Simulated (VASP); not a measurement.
# SiC: single point with PBE

Crystal: SiC.

```
CELL_PARAMETERS angstrom
1.43276 0.82721 2.33975
-1.43276 0.82721 2.33975
0.00000 -1.65441 2.33975
ATOMIC_POSITIONS crystal
Si 0.00000 0.00000 0.00000
C 0.50000 0.50000 0.50000
```

| Quantity | Value |
| --- | --- |
| Program | VASP 6.6.1 |
| Task | single point |
| Functional | PBE |
| Potentials or basis | VASP PAW PBE potentials, release 64 (Si, C) |
| Cutoff | 520 eV |
| k mesh | 6 × 6 × 6 |
| Occupations | gaussian, width 0.1 eV |
| Spin | no spin polarisation |

* Pressure: 0.1 GPa
* Band gap on the k mesh: zero (band 4 reaches 12.38 eV, above the bottom of band 5 at 11.40 eV)

Levels at points of the mesh, in eV from the Fermi level:
| k point | band 1 | band 2 | band 3 | band 4 | band 5 | band 6 | band 7 | band 8 | band 9 |
| --- | --- | --- | --- | --- | --- | --- | --- | --- | --- |
| (0.00, 0.00, 0.00) | -18.42 | 0.03 | 0.03 | 0.03 | 7.45 | 8.95 | 8.95 | 8.95 | 12.68 |
| (0.50, 0.00, 0.00) | -13.25 | -11.51 | -1.01 | -1.01 | 5.24 | 5.24 | 5.91 | 9.57 | 14.82 |
| (0.50, 0.50, 0.50) | -13.25 | -11.51 | -1.01 | -1.01 | 5.24 | 5.24 | 5.91 | 9.57 | 14.82 |
| (0.50, 0.50, 0.00) | -11.49 | -9.77 | -4.28 | -4.27 | -0.95 | 2.55 | 14.81 | 14.81 | 15.09 |

It took 3.5 s on 1 thread of Intel(R) Xeon(R) 6975P-C (Granite Rapids), with other jobs on the host, peak memory 0.13 GiB.

Caveat: the k points lie up to 0.45 Å⁻¹ apart.
